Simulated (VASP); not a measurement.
# AlN (P6_3mc) in VASP: a series of runs

AlN is run at these levels: r2SCAN; tasks: single point.

Everything below comes from runs of VASP 6.6.1. Logs are shortened: lines on timing, memory, paths and dates and some standing lists are left out, and cuts for length are marked.

### Step 1. The cell of the first run

Symmetry: P6_3mc, No. 186, hexagonal system. The conventional cell has a = 3.129 Å, b = 3.129 Å, c = 5.017 Å, α = 90.00°, β = 90.00°, γ = 120.00°. Within 2.5 Å of Al (site symmetry 3m) lie 4 N at 1.90 to 1.91 Å. Within 2.5 Å of N (site symmetry 3m) lie 4 Al at 1.90 to 1.91 Å.

### Step 2. Single point, r2SCAN

The input, POSCAR:

```
AlN
1.0
    3.1285881360      0.0000000000      0.0000000000
   -1.5642940680      2.7094368037      0.0000000000
    0.0000000000      0.0000000000      5.0169550000
Al N
2 2
Direct
    0.6666666700      0.3333333300      0.4992870000
    0.3333333300      0.6666666700      0.9992870000
    0.6666666700      0.3333333300      0.8807130000
    0.3333333300      0.6666666700      0.3807130000
```

The input, INCAR.step1:

```
ALGO = Normal
EDIFF = 1E-4
ENCUT = 520
GGA = PE
ISMEAR = 0
LASPH = T
LCHARG = F
LREAL = F
LWAVE = T
NBANDS = 16
NELM = 100
PREC = Accurate
SIGMA = 0.1
```

The input, INCAR.step2:

```
ALGO = Normal
EDIFF = 1E-6
ENCUT = 520
ISIF = 2
ISMEAR = 0
ISTART = 1
LASPH = T
LCHARG = F
LMIXTAU = T
LREAL = F
LWAVE = F
METAGGA = R2SCAN
NBANDS = 16
NELM = 100
PREC = Accurate
SIGMA = 0.1
```

The input, KPOINTS:

```
k-points
0
Gamma
  6 6 4
```

Potentials or basis: VASP PAW PBE potentials, release 64 (Al, N).

Command:

```sh
> cat potpaw_PBE.64/Al/POTCAR potpaw_PBE.64/N/POTCAR > POTCAR
> cp INCAR.step1 INCAR
> mpirun -np 1 vasp_std > vasp.out
> cp INCAR.step2 INCAR
> mpirun -np 1 vasp_std > vasp.out
```

OUTCAR:

```text
EDIFF = 1E-6
   ENCUT = 520
   ISIF = 2
   ISMEAR = 0
   ISTART = 1
   LASPH = T
   LREAL = F
   METAGGA = R2SCAN
   NELM = 100
   PREC = Accurate

 ion  position               nearest neighbor table
   1  0.667  0.333  0.499-   4 1.90   4 1.90   4 1.90   3 1.91   2 3.09   2 3.09   2 3.09   2 3.09
                             2 3.09   2 3.09
   2  0.333  0.667  0.999-   3 1.90   3 1.90   3 1.90   4 1.91   1 3.09   1 3.09   1 3.09   1 3.09
                             1 3.09   1 3.09
   3  0.667  0.333  0.881-   2 1.90   2 1.90   2 1.90   1 1.91
   4  0.333  0.667  0.381-   1 1.90   1 1.90   1 1.90   2 1.91

  LATTYP: Found a hexagonal cell.
 ALAT       =     3.1285881360
 C/A-ratio  =     1.6035843588

  Lattice vectors:

 A1 = (   3.1285881360,   0.0000000000,   0.0000000000)
 A2 = (  -1.5642940680,   2.7094368037,   0.0000000000)
 A3 = (   0.0000000000,   0.0000000000,   5.0169550000)

Analysis of symmetry for initial positions (statically):
=====================================================================
 Subroutine PRICEL returns:
 Original cell was already a primitive cell.

 Routine SETGRP: Setting up the symmetry group for a
 hexagonal supercell.

 Subroutine GETGRP returns: Found 12 space group operations
 (whereof  6 operations were pure point group operations)
 out of a pool of 24 trial point group operations.

The static configuration has the point symmetry C_3v.
 The point group associated with its full space group is C_6v.

Analysis of symmetry for dynamics (positions and initial velocities):
=====================================================================
 Subroutine PRICEL returns:
 Original cell was already a primitive cell.

 Routine SETGRP: Setting up the symmetry group for a
 hexagonal supercell.

 Subroutine GETGRP returns: Found 12 space group operations
 (whereof  6 operations were pure point group operations)
 out of a pool of 24 trial point group operations.

The dynamic configuration has the point symmetry C_3v.
 The point group associated with its full space group is C_6v.

 Subroutine INISYM returns: Found 12 space group operations
 (whereof  6 operations are pure point group operations),
 and found     1 'primitive' translations

----------------------------------------------------------------------------------------

                                     Primitive cell

  volume of cell :      42.5273

  direct lattice vectors                    reciprocal lattice vectors
     3.128588136  0.000000000  0.000000000     0.319632996  0.184540196  0.000000000
    -1.564294068  2.709436804  0.000000000     0.000000000  0.369080393  0.000000000
     0.000000000  0.000000000  5.016955000     0.000000000  0.000000000  0.199324092

  length of vectors
     3.128588136  3.128588136  5.016955000     0.369080393  0.369080393  0.199324092

  position of ions in fractional coordinates (direct lattice)
     0.666666670  0.333333330  0.499287000
     0.333333330  0.666666670  0.999287000
     0.666666670  0.333333330  0.880713000
     0.333333330  0.666666670  0.380713000

  ion indices of the primitive-cell ions
   primitive index   ion index
                 1           1
                 2           2
                 3           3
                 4           4

----------------------------------------------------------------------------------------

 KPOINTS: k-points

Automatic generation of k-mesh.
 Grid dimensions read from file:
 generate k-points for:    6    6    4

 Generating k-lattice:

  Cartesian coordinates                     Fractional coordinates (reciprocal lattice)
     0.053272166  0.030756699  0.000000000     0.166666667  0.000000000  0.000000000
     0.000000000  0.061513399  0.000000000     0.000000000  0.166666667  0.000000000
     0.000000000  0.000000000  0.049831023     0.000000000  0.000000000  0.250000000

  Length of vectors
     0.061513399  0.061513399  0.049831023

  Shift w.r.t. Gamma in fractional coordinates (k-lattice)
     0.000000000  0.000000000  0.000000000

 Subroutine IBZKPT returns following result:
 ===========================================

 Found     21 irreducible k-points:

 Following reciprocal coordinates:
            Coordinates               Weight
  0.000000  0.000000  0.000000      1.000000
  0.166667  0.000000  0.000000      6.000000
  0.333333  0.000000  0.000000      6.000000
  0.500000  0.000000  0.000000      3.000000
  0.166667  0.166667  0.000000      6.000000
  0.333333  0.166667  0.000000     12.000000
[... 13 lines left out ...]
  0.333333  0.166667  0.500000     12.000000
  0.333333  0.333333  0.500000      2.000000
   k-points           NKPTS =     21   k-points in BZ     NKDIM =     21   number of bands    NBANDS=     16
   number of dos      NEDOS =    301   number of ions     NIONS =      4
   total plane-waves  NPLWV =  23040
   dimension x,y,z NGX =    24 NGY =   24 NGZ =   40
   dimension x,y,z NGXF=    48 NGYF=   48 NGZF=   80
   ions per type =               2   2
   NGX,Y,Z   is equivalent  to a cutoff of  12.75, 12.75, 13.25 a.u.
   NGXF,Y,Z  is equivalent  to a cutoff of  25.51, 25.51, 26.51 a.u.
 SYSTEM =  unknown system
   PREC   = accura    normal or accurate (medium, high low for compatibility)
   ISTART =      1    job   : 0-new  1-cont  2-samecut
   ICHARG =      0    charge: 1-file 2-atom 10-const
   ISPIN  =      1    spin polarized calculation?
   LNONCOLLINEAR =      F non collinear calculations
   LSORBIT =      F    spin-orbit coupling
   LASPH  =      T    aspherical Exc in radial PAW
   ENCUT  =  520.0 eV  38.22 Ry    6.18 a.u.   5.82  5.82  9.33*2*pi/ulx,y,z
   NELM   =    100;   NELMIN=  2; NELMDL=  0     # of ELM steps
   EDIFF  = 0.1E-05   stopping-criterion for ELM
   LREAL  =      F    real-space projection
   EDIFFG = 0.1E-04   stopping-criterion for IOM
   NSW    =      0    number of steps for IOM
   IBRION =     -1    ionic relax: 0-MD 1-quasi-New 2-CG
   NFREE  =      0    steps in history (QN), initial steepest desc. (CG)
   ISIF   =      2    stress and relaxation
   ISYM   =      2    0-nonsym 1-usesym 2-fastsym
   POTIM  = 0.5000    time-step for ionic-motion
   TEBEG  =    0.0;   TEEND  =   0.0 temperature during run
   PSTRESS=    0.0 pullay stress
   NELECT =      16.0000    total number of electrons
   NUPDOWN=      -1.0000    fix difference up-down
   EMIN   =  10.00;   EMAX   =-10.00  energy-range for DOS
   EFERMI =   0.00;   METHOD = LEGACY
   ISMEAR =     0;   SIGMA  =   0.10  broadening in eV -4-tet -1-fermi 0-gaus
   EFERMI_NEDOS =   21; number of points for ismear=-14 and -15
   IALGO  =     38    algorithm
   IMIX   =      4    mixing-type and parameters
     AMIX     =   0.40;   BMIX     =  1.00
     AMIX_MAG =   1.60;   BMIX_MAG =  1.00
  volume/ion in A,a.u.               =      10.63        71.75
  Fermi-wavevector in a.u.,A,eV,Ry     =   1.181841  2.233355 19.003903  1.396747
  Thomas-Fermi vector in A             =   2.318106
   LORBIT       =      0    0 simple, 1 ext, 2 COOP (PROOUT), +10 PAW based schemes
   METAGGA = R2SCAN    functional components
   LHFCALC =     F    Hartree Fock is set to
   AEXX    =    0.0000 exact exchange contribution
   IVDW    =     0    specifies the selected vdW correction
   LEPSILON=     F    determine dielectric tensor
   LRPA    =     F    only Hartree local field effects (RPA)
 non-spin polarized calculation
 Gauss-broadening in eV      SIGMA  =   0.10
  energy-cutoff  :      520.00
  volume of cell :       42.53
 maximum number of plane-waves:      1170
 NGX is ok and might be reduce to    24
   NGX = 11   NGY = 11   NGZ = 19

 number of electron      15.9999998 magnetization

 Free energy of the ion-electron system (eV)
  ---------------------------------------------------
  ext. energy  EPLUGINS =         0.00000000
  ---------------------------------------------------
  free energy    TOTEN  =       -38.44141179 eV

  energy without entropy =      -38.44141179  energy(sigma->0) =      -38.44141179

 E-fermi :   6.1906     XC(G=0): -11.3181

 val. band max:        5.7082566532   @ k =   0.0000   0.0000   0.0000
 cond. band min:      10.4318841782   @ k =   0.0000   0.0000   0.0000
 fundamental gap:      4.7236275251
 Fermi energy:         6.1906378334

 k-point     1 :       0.0000    0.0000    0.0000
  band No.  band energies     occupation
      1     -10.1364      2.00000
      2      -8.0834      2.00000
      3      -0.2605      2.00000
      4       4.8431      2.00000
      5       4.8431      2.00000
      6       5.4970      2.00000
[... 8 lines left out ...]
     15      19.6258      0.00000
     16      19.6258      0.00000

 k-point     2 :       0.1667    0.0000    0.0000
  band No.  band energies     occupation
      1      -9.7967      2.00000
      2      -7.9024      2.00000
      3       0.1576      2.00000
      4       3.4416      2.00000
      5       4.2160      2.00000
      6       4.4510      2.00000
[... 8 lines left out ...]
     15      18.8654      0.00000
     16      19.2286      0.00000

 k-point     3 :       0.3333    0.0000    0.0000
  band No.  band energies     occupation
      1      -8.9302      2.00000
      2      -7.5838      2.00000
      3       1.2236      2.00000
      4       1.3093      2.00000
      5       2.3807      2.00000
      6       3.8576      2.00000
[... 8 lines left out ...]
     15      18.6132      0.00000
     16      20.9995      0.00000

 k-point     4 :       0.5000    0.0000    0.0000
  band No.  band energies     occupation
      1      -8.2478      2.00000
      2      -7.5807      2.00000
      3       0.2788      2.00000
      4       1.5419      2.00000
      5       2.3752      2.00000
      6       3.6093      2.00000
[... 8 lines left out ...]
     15      19.4004      0.00000
     16      21.7385      0.00000
[... 267 lines left out ...]
 k-point    19 :       0.1667    0.1667    0.5000
  band No.  band energies     occupation
      1      -8.4943      2.00000
      2      -8.4943      2.00000
      3       1.4940      2.00000
      4       1.4940      2.00000
      5       3.8774      2.00000
      6       3.8774      2.00000
[... 8 lines left out ...]
     15      19.4615      0.00000
     16      19.4615      0.00000

 k-point    20 :       0.3333    0.1667    0.5000
  band No.  band energies     occupation
      1      -7.9098      2.00000
      2      -7.9098      2.00000
      3       0.5734      2.00000
      4       0.5734      2.00000
      5       3.0960      2.00000
      6       3.0960      2.00000
[... 8 lines left out ...]
     15      20.0144      0.00000
     16      20.0144      0.00000

 k-point    21 :       0.3333    0.3333    0.5000
  band No.  band energies     occupation
      1      -7.7007      2.00000
      2      -7.7007      2.00000
      3       0.9034      2.00000
      4       0.9034      2.00000
      5       1.8716      2.00000
      6       1.8716      2.00000
[... 8 lines left out ...]
     15      20.3361      0.00000
     16      20.3361      0.00000

------------------------ aborting loop because EDIFF is reached ----------------------------------------

  FORCE on cell =-STRESS in cart. coord.  units (eV):
  Direction    XX          YY          ZZ          XY          YZ          ZX
  --------------------------------------------------------------------------------------
  -------------------------------------------------------------------------------------
  Total       -1.2846335     -1.2846335     -1.2454822      0.0000000      0.0000000      0.0000000
  in kB      -48.3974203    -48.3974203    -46.9224297      0.0000000      0.0000000      0.0000000
  external PRESSURE =     -47.9057568 kB  Pullay stress =       0.0000000 kB

 VOLUME and BASIS-vectors are now :
 -----------------------------------------------------------------------------
  energy-cutoff  :      520.00
  volume of cell :       42.53
      direct lattice vectors                 reciprocal lattice vectors
     3.128588136  0.000000000  0.000000000     0.319632996  0.184540196  0.000000000
    -1.564294068  2.709436804  0.000000000     0.000000000  0.369080393  0.000000000
     0.000000000  0.000000000  5.016955000     0.000000000  0.000000000  0.199324092

 POSITION                                       TOTAL-FORCE (eV/Angst)
 -----------------------------------------------------------------------------------
      1.56429      0.90315      2.50490         0.000000     -0.000000      0.001558
     -0.00000      1.80629      5.01338         0.000000      0.000000      0.001558
      1.56429      0.90315      4.41850        -0.000000      0.000000     -0.001558
     -0.00000      1.80629      1.91002         0.000000     -0.000000     -0.001558
 -----------------------------------------------------------------------------------
    total drift:                               -0.000009      0.000005     -0.024490

  FREE ENERGIE OF THE ION-ELECTRON SYSTEM (eV)
  ---------------------------------------------------
  free  energy   TOTEN  =       -38.4414117893 eV

  energy  without entropy=      -38.4414117893  energy(sigma->0) =      -38.44141179
```

Run time: 77 s. Hardware: 1 thread of AMD EPYC 7R43 (Zen 3), shared host; peak memory 0.13 GiB.

Results:

```yaml
Free_energy: -38.4414 eV
Pressure: -4.8 GPa
Band_gap_on_the_k_mesh: 4.72 eV, direct
```

Caveat: the PAW data sets were made with another functional, which shifts forces and pressure a little.

### Step 3. Single point, r2SCAN

This run uses another cell than the first one, of 10.40 Å³/atom, 0.979 times its volume.

The input, POSCAR:

```
AlN
1.0
    3.1066970539      0.0000000000      0.0000000000
   -1.5533485270      2.6904785706      0.0000000000
    0.0000000000      0.0000000000      4.9785739290
Al N
2 2
Direct
    0.6666666667      0.3333333333      0.4992049919
    0.3333333333      0.6666666667      0.9992049919
    0.6666666667      0.3333333333      0.8807950081
    0.3333333333      0.6666666667      0.3807950081
```

The input, INCAR.step1:

```
PREC     = Accurate       # precision mode
ENCUT    = 520            # plane-wave cutoff, eV
ISMEAR   = 0              # smearing method
SIGMA    = 0.02           # smearing width, eV
LREAL    = False          # projectors in reciprocal space
LASPH    = True           # aspherical terms in the spheres
NELM     = 100            # most SCF steps
NBANDS   = 16             # bands
GGA      = PE             # functional
ALGO     = Normal         # electronic algorithm
EDIFF    = 1E-4           # SCF threshold, eV
LWAVE    = True           # write WAVECAR
LCHARG   = False          # write CHGCAR
```

The input, INCAR.step2:

```
PREC     = Accurate       # precision mode
ENCUT    = 520            # plane-wave cutoff, eV
EDIFF    = 1E-7           # SCF threshold, eV
ISMEAR   = 0              # smearing method
SIGMA    = 0.02           # smearing width, eV
LREAL    = False          # projectors in reciprocal space
LASPH    = True           # aspherical terms in the spheres
NELM     = 100            # most SCF steps
ALGO     = Normal         # electronic algorithm
ISIF     = 2              # what is computed and relaxed
LWAVE    = False          # write WAVECAR
LCHARG   = True           # write CHGCAR
METAGGA  = R2SCAN         # meta-GGA
LMIXTAU  = True         
LELF     = True           # ELF
LVHAR    = True         
NBANDS   = 16             # bands
ISTART   = 1
```

The input, KPOINTS:

```
Automatic mesh
0
Gamma
  12 12 6
```

Potentials or basis: VASP PAW PBE potentials, release 64 (Al, N).

Command:

```sh
> cat potpaw_PBE.64/Al/POTCAR potpaw_PBE.64/N/POTCAR > POTCAR
> cp INCAR.step1 INCAR
> mpirun -np 1 vasp_std > vasp.out
> cp INCAR.step2 INCAR
> mpirun -np 1 vasp_std > vasp.out
```

Wall time 5.1 min (1 thread of AMD EPYC 7R43 (Zen 3), shared host); peak memory 0.15 GiB.

The run converged. Its results:

- Free energy: -38.4565 eV
- Pressure: -0.4 GPa
- Largest force: 0.003 eV/Å
- Band gap on the k mesh: 4.92 eV, direct

Forces in eV/Å, atoms in the order of the input:
```
Al   0.000  0.000 -0.003
Al   0.000  0.000 -0.003
N    0.000  0.000  0.003
N    0.000  0.000  0.003
```

Levels at points of the mesh, in eV from the valence-band top:
```
           k point  band 6  band 7  band 8  band 9  band 10  band 11
(0.00, 0.00, 0.00)   -0.22   -0.22    0.00    4.92     7.54    11.62
(0.50, 0.00, 0.00)   -2.14   -1.77   -0.71    6.45     6.56     9.05
(0.00, 0.00, 0.50)   -0.56   -0.56   -0.56    7.26     7.26    11.32
(0.50, 0.00, 0.50)   -1.50   -1.39   -1.39    6.00     6.00    10.15
```

Caveat: the PAW data sets were made with another functional, which shifts forces and pressure a little.

(Continued in part 2 of 2.)
